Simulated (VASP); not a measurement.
**Ge: relaxation of cell and atoms with PBE**

The system is Ge.

```
CELL_PARAMETERS angstrom
2.71047 0.00000 0.00000
0.00000 2.71047 0.00000
0.00000 0.00000 2.71047
ATOMIC_POSITIONS crystal
Ge 0.00000 0.00000 0.00000
```

This isn't the form of Ge at room conditions, which is diamond.

```json
{
 "Program": "VASP 6.6.1",
 "Task": "relaxation of cell and atoms",
 "Functional": "PBE",
 "Potentials or basis": "VASP PAW PBE potentials, release 64 (Ge_d)",
 "Cutoff": "600 eV",
 "k mesh": "10 × 10 × 10",
 "Occupations": "fermi-dirac, width 0.05 eV",
 "Spin": "no spin polarisation",
 "Dipole correction": "no",
 "Further INCAR settings": "ALGO = Normal; EDIFF = 1e-06; IBRION = 2; EDIFFG = -0.01; NSW = 60; ISIF = 3"
}
```

* Relaxed volume: 19.80 Å³/atom
* Relaxed cell: a = 2.705 Å, b = 2.705 Å, c = 2.705 Å, α = 90.00°, β = 90.00°, γ = 90.00°
* Space group after relaxing (to 0.1 Å): Pm-3m (No. 221)
* Energy gained by relaxing: 0.2 meV/atom
* Ionic steps: 3
* Pressure after relaxing: 0.0 GPa
* Band gap on the k mesh: zero (bands 7 and 8 overlap by 9.16 eV)

The path:
```csv
step,energy change (eV),largest force (eV/Å),pressure (GPa),volume (Å³)
1,0.0000,0.0000,-0.54,19.91
2,-0.0001,0.0000,0.19,19.72
3,-0.0002,0.0000,-0.03,19.80
```

Final structure:
```xyz
1
Lattice="2.7053 0.0000 0.0000 0.0000 2.7053 0.0000 0.0000 0.0000 2.7053" Properties=species:S:1:pos:R:3 pbc="T T T"
Ge    0.0000    0.0000    0.0000
```

Levels at points of the mesh, in eV from the Fermi level:
| k point | band 5 | band 6 | band 7 | band 8 | band 9 | band 10 |
| --- | --- | --- | --- | --- | --- | --- |
| (0.00, 0.00, 0.00) | -24.44 | -12.78 | 6.61 | 6.61 | 6.61 | 10.04 |
| (0.50, 0.00, 0.00) | -24.43 | -9.05 | -5.61 | 9.48 | 9.48 | 13.26 |
| (0.50, 0.50, 0.00) | -24.36 | -5.08 | -2.54 | -2.54 | 3.18 | 12.30 |
| (0.50, 0.50, 0.50) | -24.36 | -0.50 | 0.33 | 0.33 | 0.33 | 6.89 |

Run time: 17 s on 1 thread of Intel Xeon 8259CL (shared host), peak memory 0.15 GiB.
